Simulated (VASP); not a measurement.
A run of VASP 6.6.1 is set up as follows.

The input INCAR:

```
ALGO = Normal
EDIFF = 1E-6
ENCUT = 520
ISIF = 2
ISMEAR = -1
LASPH = True
LCHARG = False
LREAL = False
LWAVE = False
NBANDS = 15
NELM = 100
PREC = Accurate
SIGMA = 0.03
```

File KPOINTS:

```
k-points
0
Gamma
  9 9 12
```

The input POSCAR:

```
Li2Pt
1.0
    4.1859989866      0.0000000000      0.0000000000
   -2.0929994933      3.6251814627      0.0000000000
    0.0000000000      0.0000000000      2.6343900000
Li Pt
2 1
Direct
    0.3333333333      0.6666666667      0.5000000000
    0.6666666667      0.3333333333      0.5000000000
    0.0000000000      0.0000000000      0.0000000000
```

Potentials or basis: VASP PAW LDA potentials, release 64 (Li_sv, Pt).

Run with:

```console
$ cat potpaw_LDA.64/Li_sv/POTCAR potpaw_LDA.64/Pt/POTCAR > POTCAR
$ mpirun -np 1 vasp_std > vasp.out
```

(1) What does it give for the band gap on the k mesh?

Answers

(1) zero (band 8 reaches 6.36 eV, above the bottom of band 9 at 4.52 eV).

Caveat: the cell differs from its parent crystal (zz strain of -1 %); spin-orbit coupling is left out, which moves the levels of the heavy elements.
